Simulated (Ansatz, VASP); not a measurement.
Mg: VASP beside Ansatz

```xyz
2
Lattice="3.1953 0.0000 0.0000 -1.5977 2.7672 0.0000 0.0000 0.0000 5.1879" Properties=species:S:1:pos:R:3 pbc="T T T"
Mg    0.0000    1.8448    1.2970
Mg    1.5977    0.9224    3.8910
```

Alike in both runs: task single point; functional PBE; k mesh 11 × 11 × 6; no spin polarisation.

|  | VASP | Ansatz |
| --- | --- | --- |
| version | VASP 6.6.1 | Ansatz 0.2.0 |
| potentials or method | VASP PAW PBE potentials, release 64 (Mg), cutoff 520 eV | plane waves (420 eV) with PAW, scalar-relativistic |
| occupations | methfessel-paxton of order 1, width 1 eV | cold, width 1 eV |
| valence electrons in the cell | 4 | 20 |

```csv
,VASP,Ansatz,Ansatz less VASP
pressure (GPa),-0.1,0.1,+0.16
"traceless stress, the component that is largest in VASP (GPa)",-0.06,-0.06,+0.006
```

VASP's potentials hold 4 valence electrons a cell and Ansatz's 20, so a difference there can come from the potentials and not from the codes.
